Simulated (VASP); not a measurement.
# Pt (I4/mmm) in VASP: further runs

Pt is run at these levels: PBE; tasks: single point.

Everything below comes from runs of VASP 6.6.1. Logs are shortened: lines on timing, memory, paths and dates and some standing lists are left out, and cuts for length are marked.

## (1) The cell of the first run

Symmetry: I4/mmm, No. 139, tetragonal system. The conventional cell has a = 3.408 Å, b = 3.408 Å, c = 2.736 Å, α = 90.00°, β = 90.00°, γ = 90.00°. Within 3.6 Å of Pt (site symmetry 4/mmm) lie 14 Pt at 2.74 to 3.41 Å.

The cell was built from a structure type or drawn by symmetry, and may not be a known phase.

## (2) Single point, PBE

The input, INCAR:

```
ALGO     = Fast           # electronic algorithm
EDIFF    = 1E-6           # SCF threshold, eV
ENCUT    = 520            # plane-wave cutoff, eV
GGA      = PE             # functional
ISIF     = 2              # what is computed and relaxed
ISMEAR   = 0              # smearing method
LASPH    = T              # aspherical terms in the spheres
LCHARG   = F              # write CHGCAR
LREAL    = F              # projectors in reciprocal space
LWAVE    = F              # write WAVECAR
NBANDS   = 11             # bands
NELM     = 80             # most SCF steps
PREC     = Accurate       # precision mode
SIGMA    = 0.1            # smearing width, eV
```

The input, KPOINTS:

```
k-points
0
Gamma
  8 8 8
```

The input, POSCAR:

```
Pt
1.0
   -1.7041377986      1.7041377986      1.3681777968
    1.7041377986     -1.7041377986      1.3681777968
    1.7041377986      1.7041377986     -1.3681777968
Pt
1
Direct
    0.5000000000      0.5000000000      0.0000000000
```

Potentials or basis: VASP PAW PBE potentials, release 64 (Pt).

Launch:

```bash
cat potpaw_PBE.64/Pt/POTCAR > POTCAR
mpirun -np 1 vasp_std > vasp.out
```

OUTCAR:

```text
EDIFF = 1E-6
   ENCUT = 520
   GGA = PE
   ISIF = 2
   ISMEAR = 0
   LASPH = T
   LREAL = F
   NELM = 80
   PREC = Accurate

 ion  position               nearest neighbor table
   1  0.500  0.500  0.000-

  LATTYP: Found a body centered tetragonal cell.
 ALAT       =     3.4082755972
 C/A-ratio  =     0.8028563171

  Lattice vectors:

 A1 = (  -1.7041377986,   1.7041377986,   1.3681777968)
 A2 = (   1.7041377986,  -1.7041377986,   1.3681777968)
 A3 = (   1.7041377986,   1.7041377986,  -1.3681777968)

Analysis of symmetry for initial positions (statically):
=====================================================================
 Subroutine PRICEL returns:
 Original cell was already a primitive cell.

 Routine SETGRP: Setting up the symmetry group for a
 body centered tetragonal supercell.

 Subroutine GETGRP returns: Found 16 space group operations
 (whereof 16 operations were pure point group operations)
 out of a pool of 16 trial point group operations.

The static configuration has the point symmetry D_4h.

Analysis of symmetry for dynamics (positions and initial velocities):
=====================================================================
 Subroutine PRICEL returns:
 Original cell was already a primitive cell.

 Routine SETGRP: Setting up the symmetry group for a
 body centered tetragonal supercell.

 Subroutine GETGRP returns: Found 16 space group operations
 (whereof 16 operations were pure point group operations)
 out of a pool of 16 trial point group operations.

The dynamic configuration has the point symmetry D_4h.

 Subroutine INISYM returns: Found 16 space group operations
 (whereof 16 operations are pure point group operations),
 and found     1 'primitive' translations

----------------------------------------------------------------------------------------

                                     Primitive cell

  volume of cell :      15.8932

  direct lattice vectors                    reciprocal lattice vectors
    -1.704137799  1.704137799  1.368177797     0.000000000  0.293403503  0.365449579
     1.704137799 -1.704137799  1.368177797     0.293403503  0.000000000  0.365449579
     1.704137799  1.704137799 -1.368177797     0.293403503  0.293403503  0.000000000

  length of vectors
     2.771296043  2.771296043  2.771296043     0.468656602  0.468656602  0.414935213

  position of ions in fractional coordinates (direct lattice)
     0.500000000  0.500000000  0.000000000

  ion indices of the primitive-cell ions
   primitive index   ion index
                 1           1

----------------------------------------------------------------------------------------

 KPOINTS: k-points

Automatic generation of k-mesh.
 Grid dimensions read from file:
 generate k-points for:    8    8    8

 Generating k-lattice:

  Cartesian coordinates                     Fractional coordinates (reciprocal lattice)
     0.000000000  0.036675438  0.045681197     0.125000000  0.000000000  0.000000000
     0.036675438  0.000000000  0.045681197     0.000000000  0.125000000  0.000000000
     0.036675438  0.036675438  0.000000000     0.000000000  0.000000000  0.125000000

  Length of vectors
     0.058582075  0.058582075  0.051866902

  Shift w.r.t. Gamma in fractional coordinates (k-lattice)
     0.000000000  0.000000000  0.000000000

 Subroutine IBZKPT returns following result:
 ===========================================

 Found     59 irreducible k-points:

 Following reciprocal coordinates:
            Coordinates               Weight
  0.000000  0.000000  0.000000      1.000000
  0.125000  0.000000 -0.000000      8.000000
  0.250000  0.000000 -0.000000      8.000000
  0.375000  0.000000 -0.000000      8.000000
  0.500000  0.000000 -0.000000      4.000000
  0.125000  0.125000 -0.000000      8.000000
[... 16 lines left out ...]
  0.250000  0.125000  0.125000     16.000000
  0.375000  0.125000  0.125000      8.000000
 [... further k-points ...]
   k-points           NKPTS =     59   k-points in BZ     NKDIM =     59   number of bands    NBANDS=     11
   number of dos      NEDOS =    301   number of ions     NIONS =      1
   total plane-waves  NPLWV =  13824
   dimension x,y,z NGX =    24 NGY =   24 NGZ =   24
   dimension x,y,z NGXF=    48 NGYF=   48 NGZF=   48
   ions per type =               1
   NGX,Y,Z   is equivalent  to a cutoff of  14.40, 14.40, 14.40 a.u.
   NGXF,Y,Z  is equivalent  to a cutoff of  28.79, 28.79, 28.79 a.u.
 SYSTEM =  unknown system
   PREC   = accura    normal or accurate (medium, high low for compatibility)
   ISTART =      0    job   : 0-new  1-cont  2-samecut
   ICHARG =      2    charge: 1-file 2-atom 10-const
   ISPIN  =      1    spin polarized calculation?
   LNONCOLLINEAR =      F non collinear calculations
   LSORBIT =      F    spin-orbit coupling
   LASPH  =      T    aspherical Exc in radial PAW
   ENCUT  =  520.0 eV  38.22 Ry    6.18 a.u.   5.15  5.15  5.15*2*pi/ulx,y,z
   NELM   =     80;   NELMIN=  2; NELMDL= -5     # of ELM steps
   EDIFF  = 0.1E-05   stopping-criterion for ELM
   LREAL  =      F    real-space projection
   EDIFFG = 0.1E-04   stopping-criterion for IOM
   NSW    =      0    number of steps for IOM
   IBRION =     -1    ionic relax: 0-MD 1-quasi-New 2-CG
   NFREE  =      0    steps in history (QN), initial steepest desc. (CG)
   ISIF   =      2    stress and relaxation
   ISYM   =      2    0-nonsym 1-usesym 2-fastsym
   POTIM  = 0.5000    time-step for ionic-motion
   TEBEG  =    0.0;   TEEND  =   0.0 temperature during run
   PSTRESS=    0.0 pullay stress
   NELECT =      10.0000    total number of electrons
   NUPDOWN=      -1.0000    fix difference up-down
   EMIN   =  10.00;   EMAX   =-10.00  energy-range for DOS
   EFERMI =   0.00;   METHOD = LEGACY
   ISMEAR =     0;   SIGMA  =   0.10  broadening in eV -4-tet -1-fermi 0-gaus
   EFERMI_NEDOS =   21; number of points for ismear=-14 and -15
   IALGO  =     68    algorithm
   IMIX   =      4    mixing-type and parameters
     AMIX     =   0.40;   BMIX     =  1.00
     AMIX_MAG =   1.60;   BMIX_MAG =  1.00
  volume/ion in A,a.u.               =      15.89       107.25
  Fermi-wavevector in a.u.,A,eV,Ry     =   1.402827  2.650959 26.775234  1.967924
  Thomas-Fermi vector in A             =   2.525550
   LORBIT       =      0    0 simple, 1 ext, 2 COOP (PROOUT), +10 PAW based schemes
   GGA     = PE    functional components
   LHFCALC =     F    Hartree Fock is set to
   AEXX    =    0.0000 exact exchange contribution
   IVDW    =     0    specifies the selected vdW correction
   LEPSILON=     F    determine dielectric tensor
   LRPA    =     F    only Hartree local field effects (RPA)
 non-spin polarized calculation
 RMM-DIIS sequential band-by-band and
 Gauss-broadening in eV      SIGMA  =   0.10
  energy-cutoff  :      520.00
  volume of cell :       15.89
 maximum number of plane-waves:       436
 NGX is ok and might be reduce to    24

 number of electron      10.0000001 magnetization

 Free energy of the ion-electron system (eV)
  ---------------------------------------------------
  ext. energy  EPLUGINS =         0.00000000
  ---------------------------------------------------
  free energy    TOTEN  =        -6.05037809 eV

  energy without entropy =       -6.04082269  energy(sigma->0) =       -6.04560039

 E-fermi :  10.1855     XC(G=0): -13.1597

 val. band max:       10.1807974497   @ k =  -0.3750   0.3750   0.1250
 cond. band min:      10.2099907128   @ k =  -0.3750   0.1250   0.0000
 fundamental gap:      0.0291932632
 Fermi energy:        10.1854648836

 k-point     1 :       0.0000    0.0000    0.0000
  band No.  band energies     occupation
      1       0.6445      2.00000
      2       5.6193      2.00000
      3       7.1985      2.00000
      4       7.6346      2.00000
      5       7.6346      2.00000
      6       9.9112      1.99989
      7      25.7926      0.00000
      8      25.7926      0.00000
      9      30.9793      0.00000
     10      35.0522      0.00000
     11      35.0586      0.00000

 k-point     2 :       0.1250    0.0000   -0.0000
  band No.  band energies     occupation
      1       1.3398      2.00000
      2       5.7843      2.00000
      3       7.1819      2.00000
      4       7.5746      2.00000
      5       7.7207      2.00000
      6       9.6395      2.00000
      7      26.4931      0.00000
      8      26.8290      0.00000
      9      29.3213      0.00000
     10      32.9105      0.00000
     11      33.9084      0.00000

 k-point     3 :       0.2500    0.0000   -0.0000
  band No.  band energies     occupation
      1       3.0044      2.00000
      2       5.5447      2.00000
      3       6.8528      2.00000
      4       8.3393      2.00000
      5       8.7265      2.00000
      6       9.1929      2.00000
      7      25.0290      0.00000
      8      27.1898      0.00000
      9      28.6897      0.00000
     10      31.1418      0.00000
     11      31.9344      0.00000

 k-point     4 :       0.3750    0.0000   -0.0000
  band No.  band energies     occupation
      1       3.7423      2.00000
      2       4.9767      2.00000
      3       8.5659      2.00000
      4       8.9556      2.00000
      5       9.9235      1.99979
      6      10.0119      1.98590
      7      20.6369      0.00000
      8      24.0365      0.00000
      9      25.9350      0.00000
     10      31.9794      0.00000
     11      33.2282      0.00000

 k-point     5 :       0.5000    0.0000   -0.0000
  band No.  band energies     occupation
      1       3.6558      2.00000
      2       4.7335      2.00000
      3       8.7557      2.00000
      4      10.6423      0.00000
      5      10.8171      0.00000
      6      11.0812      0.00000
      7      17.3063      0.00000
      8      22.7672      0.00000
      9      24.2928      0.00000
     10      32.7711      0.00000
     11      33.4902      0.00000
[... 211 lines left out ...]
 k-point    21 :       0.5000    0.5000   -0.0000
  band No.  band energies     occupation
      1       3.2508      2.00000
      2       6.8673      2.00000
      3       7.1065      2.00000
      4       8.7980      2.00000
      5       9.5572      2.00000
      6      10.8304      0.00000
      7      15.1354      0.00000
      8      25.3231      0.00000
      9      29.8318      0.00000
     10      30.5627      0.00000
     11      37.4127      0.00000

 k-point    22 :       0.1250    0.1250    0.1250
  band No.  band energies     occupation
      1       3.8083      2.00000
      2       5.4317      2.00000
      3       6.2975      2.00000
      4       8.2492      2.00000
      5       9.2154      2.00000
      6      10.2183      0.64195
      7      22.5345      0.00000
      8      25.9078      0.00000
      9      27.0735      0.00000
     10      30.1793      0.00000
     11      35.5858      0.00000

 k-point    23 :       0.2500    0.1250    0.1250
  band No.  band energies     occupation
      1       4.5153      2.00000
      2       5.2386      2.00000
      3       6.7331      2.00000
      4       9.0125      2.00000
      5       9.7249      2.00000
      6      12.4069      0.00000
      7      19.8373      0.00000
      8      22.7555      0.00000
      9      23.7288      0.00000
     10      32.3459      0.00000
     11      34.9975      0.00000

 k-point    24 :       0.3750    0.1250    0.1250
  band No.  band energies     occupation
      1       4.4217      2.00000
      2       4.9377      2.00000
      3       7.9599      2.00000
      4       8.9176      2.00000
      5      10.2822      0.17108
      6      14.8175      0.00000
      7      16.7310      0.00000
      8      21.8954      0.00000
      9      22.2369      0.00000
     10      32.6073      0.00000
     11      35.1183      0.00000

 [... further k-points ...]

------------------------ aborting loop because EDIFF is reached ----------------------------------------

  FORCE on cell =-STRESS in cart. coord.  units (eV):
  Direction    XX          YY          ZZ          XY          YZ          ZX
  --------------------------------------------------------------------------------------
  -------------------------------------------------------------------------------------
  Total       -0.0548913     -0.0548913     -0.0468530      0.0000000     -0.0000000      0.0000000
  in kB       -5.5335294     -5.5335294     -4.7231973      0.0000000     -0.0000000      0.0000000
  external PRESSURE =      -5.2634187 kB  Pullay stress =       0.0000000 kB

 VOLUME and BASIS-vectors are now :
 -----------------------------------------------------------------------------
  energy-cutoff  :      520.00
  volume of cell :       15.89
      direct lattice vectors                 reciprocal lattice vectors
    -1.704137799  1.704137799  1.368177797     0.000000000  0.293403503  0.365449579
     1.704137799 -1.704137799  1.368177797     0.293403503  0.000000000  0.365449579
     1.704137799  1.704137799 -1.368177797     0.293403503  0.293403503  0.000000000

 POSITION                                       TOTAL-FORCE (eV/Angst)
 -----------------------------------------------------------------------------------
      0.00000      0.00000      1.36818        -0.000000      0.000000      0.000000
 -----------------------------------------------------------------------------------
    total drift:                               -0.000000      0.000000      0.000000

  FREE ENERGIE OF THE ION-ELECTRON SYSTEM (eV)
  ---------------------------------------------------
  free  energy   TOTEN  =        -6.0503780886 eV

  energy  without entropy=       -6.0408226945  energy(sigma->0) =       -6.04560039
```

It took 4.2 s on 1 thread of Intel Xeon 6975P-C (Granite Rapids), shared host; peak memory 0.14 GiB.

Results:

```
Free energy            : -6.0504 eV
Pressure               : -0.5 GPa
Band gap on the k mesh : zero (bands 5 and 6 overlap by 1.96 eV)
```

Stress tensor (GPa, compression positive):
```
-0.55  0.00  0.00
 0.00 -0.55  0.00
 0.00  0.00 -0.47
```

Caveat: the k points lie up to 0.37 Å⁻¹ apart, too coarse for converged energies and pressures of a metal; spin-orbit coupling is left out, which moves the levels of the heavy elements.

## (3) Single point, PBE

This run uses another cell than the first one: it holds 2 atoms, not 1.

The input, INCAR:

```
ALGO = Normal
EDIFF = 1E-7
ENCUT = 520
GGA = PE
ISIF = 2
ISMEAR = 0
LASPH = True
LCHARG = True
LELF = True
LREAL = False
LVHAR = True
LWAVE = False
NBANDS = 17
NELM = 60
PREC = Accurate
SIGMA = 0.1
```

The input, KPOINTS:

```
k-points
0
Gamma
  4 4 6
```

The input, POSCAR:

```
Pt
1.0
    2.4058446195     -2.4059010559      0.0000000000
    2.4058446195      2.4059010559      0.0000000000
    0.0000000000      0.0000000000      2.7298625431
Pt
2
Direct
    0.7500000000      0.2500000000      0.7499949030
    0.2500000000      0.7500000000      0.2500050970
```

Potentials or basis: VASP PAW PBE potentials, release 64 (Pt).

Launch:

```bash
cat potpaw_PBE.64/Pt/POTCAR > POTCAR
mpirun -np 1 vasp_std > vasp.out
```

It took 6.1 s on 1 thread of Intel Xeon 6975P-C (Granite Rapids), shared host; peak memory 0.14 GiB.

It converged, with:

| Item | Value |
| --- | --- |
| Free energy | -12.2430 eV |
| Pressure | -0.6 GPa |
| Band gap on the k mesh | zero (bands 10 and 11 overlap by 1.70 eV) |

Levels at points of the mesh, in eV from the Fermi level:
| k point | band 7 | band 8 | band 9 | band 10 | band 11 | band 12 | band 13 | band 14 |
| --- | --- | --- | --- | --- | --- | --- | --- | --- |
| (0.00, 0.00, 0.00) | -2.64 | -0.36 | 0.21 | 0.21 | 0.73 | 5.44 | 5.44 | 11.36 |
| (0.50, 0.00, 0.00) | -1.78 | -1.78 | -1.34 | -1.34 | -1.15 | -1.15 | 13.46 | 13.46 |
| (0.50, 0.50, 0.00) | -1.48 | -1.48 | -0.71 | -0.71 | 0.58 | 0.58 | 4.91 | 4.91 |
| (0.00, 0.00, 0.50) | -3.39 | -3.39 | -2.19 | -2.19 | 2.35 | 2.35 | 13.07 | 13.07 |
| (0.50, 0.00, 0.50) | 0.40 | 0.40 | 0.55 | 0.55 | 0.83 | 0.83 | 7.11 | 7.11 |
| (0.50, 0.50, 0.50) | -1.21 | -1.21 | -0.58 | -0.58 | 5.96 | 5.96 | 7.96 | 7.96 |

Caveat: the k points lie up to 0.46 Å⁻¹ apart, too coarse for converged energies and pressures of a metal; spin-orbit coupling is left out, which moves the levels of the heavy elements.
